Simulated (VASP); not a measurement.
# NaF (Villiaumite) (Fm-3m) in VASP: further runs

The runs below take NaF (Villiaumite) through single point, relaxation of cell and atoms, with PBEsol.

Everything below comes from runs of VASP 6.6.1. Logs are shortened: lines on timing, memory, paths and dates and some standing lists are left out, and cuts for length are marked.

## 1. The cell of the first run

Symmetry: Fm-3m, No. 225, cubic system. The conventional cell has a = 4.629 Å, b = 4.629 Å, c = 4.629 Å, α = 90.00°, β = 90.00°, γ = 90.00°. Within 3.1 Å of Na (site symmetry m-3m) lie 6 F at 2.31 Å. Within 3.1 Å of F (site symmetry m-3m) lie 6 Na at 2.31 Å.

## 2. Single point, PBEsol

INCAR reads:

```
PREC = Accurate ; ENCUT = 520
EDIFF = 1E-6 ; ISMEAR = 0
SIGMA = 0.02 ; LREAL = False
LASPH = True ; NELM = 80
ALGO = Normal ; ISIF = 2
LWAVE = False ; LCHARG = True
GGA = PS ; LELF = True
LVHAR = True ; NBANDS = 14
```

KPOINTS reads:

```
regular mesh
0
Gamma
  8 8 8
```

POSCAR reads:

```
NaF
1.0
    0.0000000000      2.3147206715      2.3147206715
    2.3147206715      0.0000000000      2.3147206715
    2.3147206715      2.3147206715      0.0000000000
Na F
1 1
Direct
    0.0000000000      0.0000000000      0.0000000000
    0.5000000000      0.5000000000      0.5000000000
```

Potentials or basis: VASP PAW PBE potentials, release 64 (Na_pv, F).

Launch:

```sh
$ cat potpaw_PBE.64/Na_pv/POTCAR potpaw_PBE.64/F/POTCAR > POTCAR
$ mpirun -np 1 vasp_std > vasp.out
```

OUTCAR:

```text
PREC = Accurate
   ENCUT = 520
   EDIFF = 1E-6
   ISMEAR = 0
   LREAL = False
   LASPH = True
   NELM = 80
   ISIF = 2
   GGA = PS

 ion  position               nearest neighbor table
   1  0.000  0.000  0.000-   2 2.31   2 2.31   2 2.31   2 2.31   2 2.31   2 2.31
   2  0.500  0.500  0.500-   1 2.31   1 2.31   1 2.31   1 2.31   1 2.31   1 2.31

  LATTYP: Found a face centered cubic cell.
 ALAT       =     4.6294413430

  Lattice vectors:

 A1 = (   0.0000000000,   2.3147206715,   2.3147206715)
 A2 = (   2.3147206715,   0.0000000000,   2.3147206715)
 A3 = (   2.3147206715,   2.3147206715,   0.0000000000)

Analysis of symmetry for initial positions (statically):
[... 33 lines left out ...]
                                     Primitive cell

  volume of cell :      24.8042

  direct lattice vectors                    reciprocal lattice vectors
     0.000000000  2.314720671  2.314720671    -0.216008785  0.216008785  0.216008785
     2.314720671  0.000000000  2.314720671     0.216008785 -0.216008785  0.216008785
     2.314720671  2.314720671  0.000000000     0.216008785  0.216008785 -0.216008785

  length of vectors
     3.273509367  3.273509367  3.273509367     0.374138191  0.374138191  0.374138191

  position of ions in fractional coordinates (direct lattice)
     0.000000000  0.000000000  0.000000000
     0.500000000  0.500000000  0.500000000

  ion indices of the primitive-cell ions
   primitive index   ion index
                 1           1
                 2           2

----------------------------------------------------------------------------------------

 KPOINTS: regular mesh

Automatic generation of k-mesh.
 Grid dimensions read from file:
 generate k-points for:    8    8    8

 Generating k-lattice:

  Cartesian coordinates                     Fractional coordinates (reciprocal lattice)
    -0.027001098  0.027001098  0.027001098     0.125000000  0.000000000  0.000000000
     0.027001098 -0.027001098  0.027001098     0.000000000  0.125000000  0.000000000
     0.027001098  0.027001098 -0.027001098     0.000000000  0.000000000  0.125000000

  Length of vectors
     0.046767274  0.046767274  0.046767274

  Shift w.r.t. Gamma in fractional coordinates (k-lattice)
     0.000000000  0.000000000  0.000000000

 Subroutine IBZKPT returns following result:
 ===========================================

 Found     29 irreducible k-points:

 Following reciprocal coordinates:
            Coordinates               Weight
  0.000000  0.000000  0.000000      1.000000
  0.125000  0.000000  0.000000      8.000000
  0.250000  0.000000  0.000000      8.000000
  0.375000  0.000000  0.000000      8.000000
  0.500000  0.000000  0.000000      4.000000
  0.125000  0.125000  0.000000      6.000000
[... 16 lines left out ...]
  0.500000  0.250000  0.125000     48.000000
 -0.375000  0.250000  0.125000     24.000000
 [... further k-points ...]
   k-points           NKPTS =     29   k-points in BZ     NKDIM =     29   number of bands    NBANDS=     14
   number of dos      NEDOS =    301   number of ions     NIONS =      2
   total plane-waves  NPLWV =  13824
   dimension x,y,z NGX =    24 NGY =   24 NGZ =   24
   dimension x,y,z NGXF=    48 NGYF=   48 NGZF=   48
   ions per type =               1   1
   NGX,Y,Z   is equivalent  to a cutoff of  12.19, 12.19, 12.19 a.u.
   NGXF,Y,Z  is equivalent  to a cutoff of  24.38, 24.38, 24.38 a.u.
 SYSTEM =  unknown system
   PREC   = accura    normal or accurate (medium, high low for compatibility)
   ISTART =      0    job   : 0-new  1-cont  2-samecut
   ICHARG =      2    charge: 1-file 2-atom 10-const
   ISPIN  =      1    spin polarized calculation?
   LNONCOLLINEAR =      F non collinear calculations
   LSORBIT =      F    spin-orbit coupling
   LASPH  =      T    aspherical Exc in radial PAW
   ENCUT  =  520.0 eV  38.22 Ry    6.18 a.u.   6.09  6.09  6.09*2*pi/ulx,y,z
   NELM   =     80;   NELMIN=  2; NELMDL= -5     # of ELM steps
   EDIFF  = 0.1E-05   stopping-criterion for ELM
   LREAL  =      F    real-space projection
   EDIFFG = 0.1E-04   stopping-criterion for IOM
   NSW    =      0    number of steps for IOM
   IBRION =     -1    ionic relax: 0-MD 1-quasi-New 2-CG
   NFREE  =      0    steps in history (QN), initial steepest desc. (CG)
   ISIF   =      2    stress and relaxation
   ISYM   =      2    0-nonsym 1-usesym 2-fastsym
   POTIM  = 0.5000    time-step for ionic-motion
   TEBEG  =    0.0;   TEEND  =   0.0 temperature during run
   PSTRESS=    0.0 pullay stress
   NELECT =      14.0000    total number of electrons
   NUPDOWN=      -1.0000    fix difference up-down
   EMIN   =  10.00;   EMAX   =-10.00  energy-range for DOS
   EFERMI =   0.00;   METHOD = LEGACY
   ISMEAR =     0;   SIGMA  =   0.02  broadening in eV -4-tet -1-fermi 0-gaus
   EFERMI_NEDOS =   21; number of points for ismear=-14 and -15
   IALGO  =     38    algorithm
   IMIX   =      4    mixing-type and parameters
     AMIX     =   0.40;   BMIX     =  1.00
     AMIX_MAG =   1.60;   BMIX_MAG =  1.00
  volume/ion in A,a.u.               =      12.40        83.69
  Fermi-wavevector in a.u.,A,eV,Ry     =   1.352931  2.556669 24.904400  1.830422
  Thomas-Fermi vector in A             =   2.480228
   LORBIT       =      0    0 simple, 1 ext, 2 COOP (PROOUT), +10 PAW based schemes
   GGA     = PS    functional components
   LHFCALC =     F    Hartree Fock is set to
   AEXX    =    0.0000 exact exchange contribution
   IVDW    =     0    specifies the selected vdW correction
   LEPSILON=     F    determine dielectric tensor
   LRPA    =     F    only Hartree local field effects (RPA)
 non-spin polarized calculation
 Gauss-broadening in eV      SIGMA  =   0.02
  energy-cutoff  :      520.00
  volume of cell :       24.80
 maximum number of plane-waves:       692
   NGX = 13   NGY = 13   NGZ = 13

 number of electron      13.9999983 magnetization

 Free energy of the ion-electron system (eV)
  ---------------------------------------------------
  ext. energy  EPLUGINS =         0.00000000
  ---------------------------------------------------
  free energy    TOTEN  =        -8.76876285 eV

  energy without entropy =       -8.76876285  energy(sigma->0) =       -8.76876285

 E-fermi :  -2.0455     XC(G=0):  -9.3489

 val. band max:       -2.1635240459   @ k =   0.0000   0.0000   0.0000
 cond. band min:       4.0122723899   @ k =   0.0000   0.0000   0.0000
 fundamental gap:      6.1757964357
 Fermi energy:        -2.0455019763

 k-point     1 :       0.0000    0.0000    0.0000
  band No.  band energies     occupation
      1     -21.2253      2.00000
      2     -20.9244      2.00000
      3     -20.9244      2.00000
      4     -20.9244      2.00000
      5      -2.1635      2.00000
      6      -2.1635      2.00000
      7      -2.1635      2.00000
      8       4.0123      0.00000
      9      16.6998      0.00000
     10      16.6998      0.00000
     11      16.6998      0.00000
     12      19.3885      0.00000
     13      21.7795      0.00000
     14      21.7795      0.00000

 k-point     2 :       0.1250    0.0000    0.0000
  band No.  band energies     occupation
      1     -21.4095      2.00000
      2     -20.9263      2.00000
      3     -20.9263      2.00000
      4     -20.7197      2.00000
      5      -2.4677      2.00000
      6      -2.2024      2.00000
      7      -2.2024      2.00000
      8       4.5641      0.00000
      9      14.9190      0.00000
     10      16.9397      0.00000
     11      16.9397      0.00000
     12      21.2026      0.00000
     13      21.2026      0.00000
     14      21.3416      0.00000

 k-point     3 :       0.2500    0.0000    0.0000
  band No.  band energies     occupation
      1     -21.6333      2.00000
      2     -20.9307      2.00000
      3     -20.9307      2.00000
      4     -20.4443      2.00000
      5      -3.0834      2.00000
      6      -2.2949      2.00000
      7      -2.2949      2.00000
      8       5.8870      0.00000
      9      12.8235      0.00000
     10      17.4692      0.00000
     11      17.4692      0.00000
     12      20.5353      0.00000
     13      20.5353      0.00000
     14      22.0987      0.00000

 k-point     4 :       0.3750    0.0000    0.0000
  band No.  band energies     occupation
      1     -21.7816      2.00000
      2     -20.9352      2.00000
      3     -20.9351      2.00000
      4     -20.2440      2.00000
      5      -3.5965      2.00000
      6      -2.3857      2.00000
      7      -2.3857      2.00000
      8       7.4444      0.00000
      9      11.1635      0.00000
     10      17.8021      0.00000
     11      17.8021      0.00000
     12      20.5006      0.00000
     13      20.5006      0.00000
     14      21.6849      0.00000

 k-point     5 :       0.5000    0.0000    0.0000
  band No.  band energies     occupation
      1     -21.8326      2.00000
      2     -20.9370      2.00000
      3     -20.9370      2.00000
      4     -20.1706      2.00000
      5      -3.7891      2.00000
      6      -2.4228      2.00000
      7      -2.4228      2.00000
      8       8.4591      0.00000
      9      10.1955      0.00000
     10      17.8487      0.00000
     11      17.8487      0.00000
[... 276 lines left out ...]
 k-point    22 :       0.3750    0.2500    0.1250
  band No.  band energies     occupation
      1     -21.6129      2.00000
      2     -20.9624      2.00000
      3     -20.9392      2.00000
      4     -20.4236      2.00000
      5      -3.2227      2.00000
      6      -2.4906      2.00000
      7      -2.3801      2.00000
      8       6.9110      0.00000
      9      12.2382      0.00000
     10      16.0685      0.00000
     11      17.7044      0.00000
     12      18.1695      0.00000
     13      22.0690      0.00000
     14      25.0643      0.00000

 k-point    23 :       0.5000    0.2500    0.1250
  band No.  band energies     occupation
      1     -21.6529      2.00000
      2     -20.9779      2.00000
      3     -20.9492      2.00000
      4     -20.3435      2.00000
      5      -3.4290      2.00000
      6      -2.6749      2.00000
      7      -2.4680      2.00000
      8       8.3738      0.00000
      9      11.2616      0.00000
     10      15.1770      0.00000
     11      17.0230      0.00000
     12      19.3129      0.00000
     13      21.3915      0.00000
     14      25.5645      0.00000

 k-point    24 :      -0.3750    0.2500    0.1250
  band No.  band energies     occupation
      1     -21.6674      2.00000
      2     -20.9812      2.00000
      3     -20.9567      2.00000
      4     -20.3124      2.00000
      5      -3.5019      2.00000
      6      -2.7541      2.00000
      7      -2.5070      2.00000
      8       9.4675      0.00000
      9      10.4278      0.00000
     10      14.8813      0.00000
     11      16.7208      0.00000
     12      19.9087      0.00000
     13      20.9771      0.00000
     14      25.7860      0.00000

 [... further k-points ...]
[... 5 lines left out ...]
  --------------------------------------------------------------------------------------
  -------------------------------------------------------------------------------------
  Total       -0.0145326     -0.0145326     -0.0145326      0.0000000     -0.0000000      0.0000000
  in kB       -0.9387043     -0.9387043     -0.9387043      0.0000000     -0.0000000      0.0000000
  external PRESSURE =      -0.9387043 kB  Pullay stress =       0.0000000 kB

 VOLUME and BASIS-vectors are now :
 -----------------------------------------------------------------------------
  energy-cutoff  :      520.00
  volume of cell :       24.80
      direct lattice vectors                 reciprocal lattice vectors
     0.000000000  2.314720671  2.314720671    -0.216008785  0.216008785  0.216008785
     2.314720671  0.000000000  2.314720671     0.216008785 -0.216008785  0.216008785
     2.314720671  2.314720671  0.000000000     0.216008785  0.216008785 -0.216008785

 POSITION                                       TOTAL-FORCE (eV/Angst)
 -----------------------------------------------------------------------------------
      0.00000      0.00000      0.00000         0.000000      0.000000      0.000000
      2.31472      2.31472      2.31472        -0.000000     -0.000000     -0.000000
 -----------------------------------------------------------------------------------
    total drift:                                0.000000     -0.000000      0.000000

  FREE ENERGIE OF THE ION-ELECTRON SYSTEM (eV)
  ---------------------------------------------------
  free  energy   TOTEN  =        -8.7687628467 eV

  energy  without entropy=       -8.7687628467  energy(sigma->0) =       -8.76876285
```

Wall time 5.3 s (1 thread of Intel Xeon Platinum 8375C at 2.90GHz (Ice Lake), shared host); peak memory 0.13 GiB.

What came out:

```
Free energy            : -8.7688 eV
Pressure               : -0.1 GPa
Band gap on the k mesh : 6.18 eV, direct
```

Caveat: the PAW data sets were made with another functional, which shifts forces and pressure a little.

## 3. Relaxation of cell and atoms, PBEsol

This run uses another cell than the first one, of 12.97 Å³/atom, 1.046 times its volume.

INCAR reads:

```
PREC = Accurate
ENCUT = 600
EDIFF = 1E-7
ISMEAR = 0
SIGMA = 0.02
LREAL = F
LASPH = T
NELM = 100
ALGO = Normal
ISIF = 3
LWAVE = F
LCHARG = F
GGA = PS
IBRION = 2
NSW = 70
EDIFFG = -0.005
```

KPOINTS is that of step 2.

POSCAR reads:

```
NaF
1.0
    0.0000000000      2.3497438127      2.3497438127
    2.3497438127      0.0000000000      2.3497438127
    2.3497438127      2.3497438127      0.0000000000
Na F
1 1
Direct
    0.0000000000      0.0000000000      0.0000000000
    0.5000000000      0.5000000000      0.5000000000
```

Potentials or basis: VASP PAW PBE potentials, release 64 (Na_pv, F).

Launch:

```sh
$ cat potpaw_PBE.64/Na_pv/POTCAR potpaw_PBE.64/F/POTCAR > POTCAR
$ mpirun -np 1 vasp_std > vasp.out
```

Run time: 32 s. Hardware: 1 thread of Intel Xeon Platinum 8375C at 2.90GHz (Ice Lake), shared host; peak memory 0.15 GiB.

The run converged. Its results:

| Quantity | Value |
| --- | --- |
| Free energy | -8.7732 eV |
| Relaxed volume | 12.36 Å³/atom |
| Relaxed cell | a = 3.270 Å, b = 3.270 Å, c = 3.270 Å, α = 60.00°, β = 60.00°, γ = 60.00° |
| Space group after relaxing (to 0.05 Å) | Fm-3m (No. 225) |
| Energy gained by relaxing | 4.2 meV/atom |
| Ionic steps | 4 |
| Pressure after relaxing | 0.0 GPa |
| Band gap on the k mesh | 6.20 eV, direct |

The path:
| step | energy change (eV) | largest force (eV/Å) | pressure (GPa) | volume (Å³) |
| --- | --- | --- | --- | --- |
| 1 | 0.0000 | 0.0000 | -2.10 | 25.95 |
| 2 | -0.0064 | 0.0000 | -1.11 | 25.31 |
| 3 | -0.0085 | 0.0000 | -0.10 | 24.77 |
| 4 | -0.0085 | 0.0000 | 0.03 | 24.72 |

Final structure:
```
Na F
1.0
     0.00000    2.31200    2.31200
     2.31200    0.00000    2.31200
     2.31200    2.31200    0.00000
Na F
1 1
Direct
  0.00000 0.00000 0.00000
  0.50000 0.50000 0.50000
```

Levels at points of the mesh, in eV from the valence-band top:
| k point | band 4 | band 5 | band 6 | band 7 | band 8 | band 9 | band 10 | band 11 |
| --- | --- | --- | --- | --- | --- | --- | --- | --- |
| (0.00, 0.00, 0.00) | -18.75 | 0.00 | 0.00 | 0.00 | 6.20 | 18.89 | 18.89 | 18.89 |
| (0.50, 0.00, 0.00) | -18.00 | -1.63 | -0.26 | -0.26 | 10.65 | 12.39 | 20.05 | 20.05 |
| (0.50, 0.50, 0.00) | -18.80 | -1.31 | -0.41 | -0.41 | 13.03 | 13.12 | 13.59 | 19.73 |

Caveat: the PAW data sets were made with another functional, which shifts forces and pressure a little.
